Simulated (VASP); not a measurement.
# Ru (Im-3m) in VASP: a series of runs, part 2 of 2

VASP 6.6.1.

## Step 4: Relaxation of cell and atoms, r2SCAN, target pressure 20 GPa, at which the enthalpy is minimised

This run uses another cell than the first one, of 13.64 Å³/atom.

The input, POSCAR:

```
Ru
1.0
   -1.5050000000      1.5050000000      1.5050000000
    1.5050000000     -1.5050000000      1.5050000000
    1.5050000000      1.5050000000     -1.5050000000
Ru
1
Direct
    0.0000000000      0.0000000000      0.0000000000
```

The input, INCAR.step1:

```
ALGO = Normal
EDIFF = 1E-5
EDIFFG = -0.005
ENCUT = 550
GGA = PE
GGA_COMPAT = F
IBRION = 2
ISIF = 3
ISMEAR = 0
LASPH = T
LCHARG = F
LREAL = F
LWAVE = T
NELM = 120
NELMIN = 4
NSW = 100
PREC = Accurate
SIGMA = 0.05
```

The input, INCAR.step2:

```
ALGO = Normal
EDIFF = 1E-7
EDIFFG = -0.01
ENCUT = 550
GGA_COMPAT = F
IBRION = 2
ISIF = 3
ISMEAR = 0
ISTART = 1
LASPH = T
LCHARG = F
LMIXTAU = T
LREAL = F
LWAVE = F
METAGGA = R2SCAN
NELM = 120
NELMIN = 4
NSW = 80
PREC = Accurate
PSTRESS = 200.0
SIGMA = 0.05
```

The input, KPOINTS:

```
k-points
0
Gamma
  12 12 12
```

Started as:

```console
$ cat potpaw_PBE.64/Ru_pv/POTCAR > POTCAR
$ cp INCAR.step1 INCAR
$ mpirun -np 1 vasp_std > vasp.out
$ cp INCAR.step2 INCAR
$ mpirun -np 1 vasp_std > vasp.out
```

It took 98 s on 1 thread of Intel Xeon 6975P-C (Granite Rapids), shared host; peak memory 0.14 GiB.

Results (log left out):

- Free energy: -24.7304 eV
- Relaxed volume: 13.21 Å³/atom
- Relaxed cell: a = 2.580 Å, b = 2.580 Å, c = 2.580 Å, α = 109.47°, β = 109.47°, γ = 109.47°
- Space group after relaxing (to 0.1 Å): Im-3m (No. 229)
- Energy change on relaxing (the run minimises the enthalpy): +36.6 meV/atom
- Ionic steps: 4
- Pressure after relaxing: 19.9 GPa
- Band gap on the k mesh: zero (bands 7 and 8 overlap by 4.14 eV)

Step by step:
| step | energy change (eV) | largest force (eV/Å) | pressure (GPa) | volume (Å³) |
| --- | --- | --- | --- | --- |
| 1 | 0.0000 | 0.0000 | 8.24 | 13.64 |
| 2 | 0.4649 | 0.0000 | 80.23 | 11.75 |
| 3 | 0.0343 | 0.0000 | 19.36 | 13.23 |
| 4 | 0.0366 | 0.0000 | 19.90 | 13.21 |

Final structure:
```
CELL_PARAMETERS angstrom
-1.48932 1.48932 1.48932
1.48932 -1.48932 1.48932
1.48932 1.48932 -1.48932
ATOMIC_POSITIONS crystal
Ru 0.00000 0.00000 0.00000
```

Levels at points of the mesh, in eV from the Fermi level:
```tsv
k point	band 5	band 6	band 7	band 8	band 9	band 10
(0.00, 0.00, 0.00)	-3.20	-3.20	-3.20	-0.08	-0.08	8.45
(0.50, 0.00, 0.00)	-5.18	-0.10	0.46	1.29	2.71	8.45
(0.50, 0.50, 0.50)	-7.10	2.02	2.02	2.02	8.45	10.16
```

Caveat: the cell is relaxed towards a set pressure, so the run minimises the enthalpy, not the energy; an empty level that is flat over the whole mesh can mark a ghost state of the potentials, or a narrow d or f band; the PAW data sets were made with another functional, which shifts forces and pressure a little.

## Step 5: Relaxation of cell and atoms, r2SCAN, target pressure 40 GPa, at which the enthalpy is minimised

This run uses another cell than the first one, of 13.64 Å³/atom.

POSCAR is that of step 4.

INCAR.step1 is that of step 4.

Edit INCAR.step2 of step 4 so:

```diff
@@ -19,3 +19,3 @@
 PREC = Accurate
-PSTRESS = 200.0
+PSTRESS = 400.0
 SIGMA = 0.05
```

KPOINTS is that of step 4.

Started as:

```console
$ cat potpaw_PBE.64/Ru_pv/POTCAR > POTCAR
$ cp INCAR.step1 INCAR
$ mpirun -np 1 vasp_std > vasp.out
$ cp INCAR.step2 INCAR
$ mpirun -np 1 vasp_std > vasp.out
```

Run time: 1.9 min. Hardware: 1 thread of Intel Xeon 6975P-C (Granite Rapids), shared host; peak memory 0.15 GiB.

Results (log left out):

* Free energy: -24.6217 eV
* Relaxed volume: 12.62 Å³/atom
* Relaxed cell: a = 2.541 Å, b = 2.541 Å, c = 2.541 Å, α = 109.47°, β = 109.47°, γ = 109.47°
* Space group after relaxing (to 0.1 Å): Im-3m (No. 229)
* Energy change on relaxing (the run minimises the enthalpy): +145.2 meV/atom
* Ionic steps: 5
* Pressure after relaxing: 40.0 GPa
* Band gap on the k mesh: zero (bands 7 and 8 overlap by 4.44 eV)

Step by step:
| step | energy change (eV) | largest force (eV/Å) | pressure (GPa) | volume (Å³) |
| --- | --- | --- | --- | --- |
| 1 | 0.0000 | 0.0000 | 8.24 | 13.64 |
| 2 | 3.9333 | 0.0000 | 378.83 | 8.97 |
| 3 | 0.1104 | 0.0000 | 34.42 | 12.77 |
| 4 | 0.1324 | 0.0000 | 38.01 | 12.68 |
| 5 | 0.1452 | 0.0000 | 40.01 | 12.62 |

Final structure:
```xyz
1
Lattice="-1.4668 1.4668 1.4668 1.4668 -1.4668 1.4668 1.4668 1.4668 -1.4668" Properties=species:S:1:pos:R:3 pbc="T T T"
Ru    0.0000    0.0000    0.0000
```

Levels at points of the mesh, in eV from the Fermi level:
```tsv
k point	band 3	band 4	band 5	band 6	band 7	band 8	band 9	band 10	band 11
(0.00, 0.00, 0.00)	-43.96	-8.96	-3.40	-3.40	-3.40	-0.10	-0.10	8.47	18.02
(0.50, 0.00, 0.00)	-43.97	-7.35	-5.53	-0.09	0.51	1.37	2.93	8.47	12.15
(0.50, 0.50, 0.50)	-44.98	-7.59	-7.59	2.18	2.18	2.18	8.47	10.47	10.47
```

Caveat: the cell is relaxed towards a set pressure, so the run minimises the enthalpy, not the energy; an empty level that is flat over the whole mesh can mark a ghost state of the potentials, or a narrow d or f band; the PAW data sets were made with another functional, which shifts forces and pressure a little.

## Step 6: Relaxation of cell and atoms, r2SCAN, target pressure 60 GPa, at which the enthalpy is minimised

This run uses another cell than the first one, of 13.64 Å³/atom.

POSCAR is that of step 5.

The input, INCAR.step1:

```
SYSTEM = Ru
PREC = Accurate
ENCUT = 550
ISMEAR = 0
SIGMA = 0.05
LREAL = .False.
LASPH = .True.
NELM = 120
GGA = PE
ALGO = Normal
EDIFF = 1E-5
LWAVE = .True.
LCHARG = .False.
GGA_COMPAT = .False.
IBRION = 2
ISIF = 3
EDIFFG = -0.005
NELMIN = 4
NSW = 100
```

The input, INCAR.step2:

```
SYSTEM = Ru
PREC = Accurate
ENCUT = 550
EDIFF = 1E-7
ISMEAR = 0
SIGMA = 0.05
LREAL = .False.
LASPH = .True.
NELM = 120
ALGO = Normal
ISIF = 3
LWAVE = .False.
LCHARG = .False.
METAGGA = R2SCAN
LMIXTAU = .True.
IBRION = 2
NSW = 80
EDIFFG = -0.01
PSTRESS = 600.0
ISTART = 1
GGA_COMPAT = .False.
NELMIN = 4
```

The input, KPOINTS:

```
Automatic mesh
0
Gamma
  12 12 12
  0 0 0
```

Potentials or basis: VASP PAW PBE potentials, release 64 (Ru_pv).

Started as:

```console
$ cat potpaw_PBE.64/Ru_pv/POTCAR > POTCAR
$ cp INCAR.step1 INCAR
$ mpirun -np 1 vasp_std > vasp.out
$ cp INCAR.step2 INCAR
$ mpirun -np 1 vasp_std > vasp.out
```

OUTCAR:

```text
SYSTEM = Ru
   PREC = Accurate
   ENCUT = 550
   EDIFF = 1E-7
   ISMEAR = 0
   LREAL = .False.
   LASPH = .True.
   NELM = 120
   ISIF = 3
   METAGGA = R2SCAN
   IBRION = 2
   NSW = 80
   EDIFFG = -0.01
   PSTRESS = 600.0
   ISTART = 1
   NELMIN = 4

 ion  position               nearest neighbor table
   1  0.000  0.000  0.000-

  LATTYP: Found a body centered cubic cell.
 ALAT       =     3.0100000000

  Lattice vectors:

 A1 = (  -1.5050000000,   1.5050000000,   1.5050000000)
 A2 = (   1.5050000000,  -1.5050000000,   1.5050000000)
 A3 = (   1.5050000000,   1.5050000000,  -1.5050000000)

Analysis of symmetry for initial positions (statically):
=====================================================================
 Subroutine PRICEL returns:
 Original cell was already a primitive cell.

 Routine SETGRP: Setting up the symmetry group for a
 body centered cubic supercell.

 Subroutine GETGRP returns: Found 48 space group operations
 (whereof 48 operations were pure point group operations)
 out of a pool of 48 trial point group operations.

The static configuration has the point symmetry O_h .

Analysis of symmetry for dynamics (positions and initial velocities):
=====================================================================
 Subroutine PRICEL returns:
 Original cell was already a primitive cell.

 Routine SETGRP: Setting up the symmetry group for a
 body centered cubic supercell.

 Subroutine GETGRP returns: Found 48 space group operations
 (whereof 48 operations were pure point group operations)
 out of a pool of 48 trial point group operations.

The dynamic configuration has the point symmetry O_h .

 Subroutine INISYM returns: Found 48 space group operations
 (whereof 48 operations are pure point group operations),
 and found     1 'primitive' translations

----------------------------------------------------------------------------------------

[... 134 lines left out ...]
  ---------------------------------------------------
  ext. energy  EPLUGINS =         0.00000000
  ---------------------------------------------------
  free energy    TOTEN  =       -24.76691823 eV

  energy without entropy =      -24.76431223  energy(sigma->0) =      -24.76561523

------------------------ aborting loop because EDIFF is reached ----------------------------------------

  FORCE on cell =-STRESS in cart. coord.  units (eV):
  Direction    XX          YY          ZZ          XY          YZ          ZX
  --------------------------------------------------------------------------------------
  -------------------------------------------------------------------------------------
  Total        0.7015470      0.7015470      0.7015470      0.0000000      0.0000000      0.0000000
  in kB       82.4323868     82.4323868     82.4323868      0.0000000      0.0000000      0.0000000
  external PRESSURE =    -517.5676132 kB  Pullay stress =     600.0000000 kB
[... 94 lines left out ...]
  energy  without entropy=      -24.5956088456  energy(sigma->0) =      -24.59688057

  enthalpy is  TOTEN    =       -19.9043475227 eV   P V=        4.6938047663

[... ionic steps 4 to 11 ...]

--------------------------------------- Ionic step       12  -------------------------------------------

 number of electron      14.0000002 magnetization

------------------------ aborting loop because EDIFF is reached ----------------------------------------
[... 69 lines left out ...]
--------------------------------------- Ionic step       14  -------------------------------------------

 number of electron      14.0000001 magnetization

 Free energy of the ion-electron system (eV)
  ---------------------------------------------------
  ext. energy  EPLUGINS =         0.00000000
  ---------------------------------------------------
  free energy    TOTEN  =       -24.47663787 eV

  energy without entropy =      -24.47414717  energy(sigma->0) =      -24.47539252

 E-fermi :  15.0391     XC(G=0): -16.1869

 val. band max:       15.0245351448   @ k =   0.0833   0.0833   0.0000
 cond. band min:      15.0401323864   @ k =   0.1667   0.0833   0.0833
 fundamental gap:      0.0155972416
 Fermi energy:        15.0390607905

 k-point     1 :       0.0000    0.0000    0.0000
  band No.  band energies     occupation
      1     -28.9200      2.00000
      2     -28.9200      2.00000
      3     -28.9200      2.00000
      4       5.8547      2.00000
      5      11.4568      2.00000
      6      11.4568      2.00000
      7      11.4568      2.00000
      8      14.9245      1.99880
      9      14.9245      1.99880
     10      23.5291      0.00000
     11      33.0569      0.00000
[... 309 lines left out ...]
 k-point    24 :       0.4167    0.0833    0.0833
  band No.  band energies     occupation
      1     -30.4674      2.00000
      2     -29.5274      2.00000
      3     -29.0445      2.00000
      4       7.9929      2.00000
      5       9.2404      2.00000
      6      14.2427      2.00000
      7      15.1150      0.03161
      8      15.6142      0.00000
      9      20.8410      0.00000
     10      23.5284      0.00000
     11      27.3258      0.00000

 [... further k-points ...]
[... 5 lines left out ...]
  --------------------------------------------------------------------------------------
  -------------------------------------------------------------------------------------
  Total        4.5430082      4.5430082      4.5430082      0.0000000      0.0000000      0.0000000
  in kB      598.7900019    598.7900019    598.7900019      0.0000000      0.0000000      0.0000000
  external PRESSURE =      -1.2099981 kB  Pullay stress =     600.0000000 kB
[... 20 lines left out ...]
  energy  without entropy=      -24.4741471656  energy(sigma->0) =      -24.47539252

  enthalpy is  TOTEN    =       -19.9244494651 eV   P V=        4.5521884084

 reached required accuracy - stopping structural energy minimisation
```

OUTCAR.step1:

```text
SYSTEM = Ru
   PREC = Accurate
   ENCUT = 550
   ISMEAR = 0
   LREAL = .False.
   LASPH = .True.
   NELM = 120
   GGA = PE
   EDIFF = 1E-5
   IBRION = 2
[... 727 lines left out ...]
  -------------------------------------------------------------------------------------
  Total        0.0006954      0.0006954      0.0006954      0.0000000      0.0000000     -0.0000000
  in kB        0.0783636      0.0783636      0.0783636      0.0000000      0.0000000     -0.0000000
  external PRESSURE =       0.0783636 kB  Pullay stress =       0.0000000 kB
[... 16 lines left out ...]
  FREE ENERGIE OF THE ION-ELECTRON SYSTEM (eV)
  ---------------------------------------------------
  free  energy   TOTEN  =        -8.6085962135 eV

  energy  without entropy=       -8.6058252841  energy(sigma->0) =       -8.60721075

 reached required accuracy - stopping structural energy minimisation
```

Wall time 3.3 min (1 thread of Intel Xeon 6975P-C (Granite Rapids), shared host); peak memory 0.15 GiB.

Results:

| Property | Result |
| --- | --- |
| Free energy | -24.4766 eV |
| Relaxed volume | 12.16 Å³/atom |
| Relaxed cell | a = 2.509 Å, b = 2.509 Å, c = 2.509 Å, α = 109.47°, β = 109.47°, γ = 109.47° |
| Space group after relaxing (to 0.1 Å) | Im-3m (No. 229) |
| Energy change on relaxing (the run minimises the enthalpy) | +290.3 meV/atom |
| Ionic steps | 14 |
| Pressure after relaxing | 59.9 GPa |
| Band gap on the k mesh | zero (bands 7 and 8 overlap by 4.71 eV) |

The path:
```tsv
step	energy change (eV)	largest force (eV/Å)	pressure (GPa)	volume (Å³)
1	0.0000	0.0000	8.24	13.64
2	14.1874	0.0000	1208.91	6.66
3	0.1688	0.0000	43.55	12.53
4	0.2239	0.0000	51.29	12.35
5	0.2929	0.0000	60.20	12.15
6	0.2823	0.0000	58.88	12.18
7	0.2832	0.0000	59.00	12.17
8	0.2859	0.0000	59.33	12.17
9	0.2859	0.0000	59.33	12.17
10	0.2860	0.0000	59.35	12.17
11	0.2863	0.0000	59.39	12.17
12	0.2869	0.0000	59.46	12.16
13	0.2880	0.0000	59.60	12.16
14	0.2903	0.0000	59.88	12.16
```

Final structure:
```
Ru
1.0
    -1.44846    1.44846    1.44846
     1.44846   -1.44846    1.44846
     1.44846    1.44846   -1.44846
Ru
1
Direct
  0.00000 0.00000 0.00000
```

Caveat: the cell is relaxed towards a set pressure, so the run minimises the enthalpy, not the energy; an empty level that is flat over the whole mesh can mark a ghost state of the potentials, or a narrow d or f band; the PAW data sets were made with another functional, which shifts forces and pressure a little.

## Step 7: Summary

```tsv
task	cell	gap on the mesh (eV)	pressure (GPa)
single point	a = 2.625 Å, angles 109.5°, 1 atom	none	1.4
relaxation of cell and atoms	relaxed from a = 2.607 Å, angles 109.5°, 1 atom	none	0.0
relaxation of cell and atoms	relaxed to 20 GPa from a = 2.607 Å, angles 109.5°, 1 atom	none	19.9
relaxation of cell and atoms	relaxed to 40 GPa from a = 2.607 Å, angles 109.5°, 1 atom	none	40.0
relaxation of cell and atoms	relaxed to 60 GPa from a = 2.607 Å, angles 109.5°, 1 atom	none	59.9
```

Alike in all rows: level r2SCAN; potentials or basis VASP PAW PBE potentials, release 64 (Ru_pv); no spin polarisation; k mesh 12 × 12 × 12; cutoff (eV) 550; smearing gaussian 0.05 eV.

Caveats: the PAW data sets were made with another functional, which shifts forces and pressure a little; an empty level that is flat over the whole mesh can mark a ghost state of the potentials, or a narrow d or f band (at least some runs); the cell is relaxed towards a set pressure, so the run minimises the enthalpy, not the energy (at least some runs).

Total energies depend on the potentials used, so only differences within one code and one set of settings carry meaning.

The gap in the log of VASP goes by the Fermi energy; the results here count the filled bands.